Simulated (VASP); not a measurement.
Crystal: Cu.

```
CELL_PARAMETERS angstrom
2.53076 0.00000 0.00000
-1.26538 2.19171 0.00000
0.00000 0.00000 8.26182
ATOMIC_POSITIONS crystal
Cu 0.00000 0.00000 0.00000
Cu 0.33333 0.66667 0.25000
Cu 0.00000 0.00000 0.50000
Cu 0.66667 0.33333 0.75000
```

Base run:

| Property | Result |
| --- | --- |
| Program | VASP 6.6.1 |
| Functional | PBEsol |
| Potentials or basis | VASP PAW PBE potentials, release 64 (Cu) |
| Cutoff | 520 eV |
| k mesh | 8 × 8 × 3 |
| Occupations | methfessel-paxton, width 0.05 eV |
| Spin | no spin polarisation |

Its results: band gap on the k mesh zero (band 22 reaches 10.21 eV, above the bottom of band 23 at 6.03 eV); pressure -1.1 GPa.

Question: The run is repeated on the same cell with these changes: k mesh from 8 × 8 × 3 to 5 × 5 × 2. What comes out?

Answer: Band gap on the k mesh zero (band 22 reaches 9.72 eV, above the bottom of band 23 at 5.93 eV); pressure -2.2 GPa.

Caveats: some runs use coarse meshes; the PAW data sets were made with another functional, which shifts forces and pressure a little.
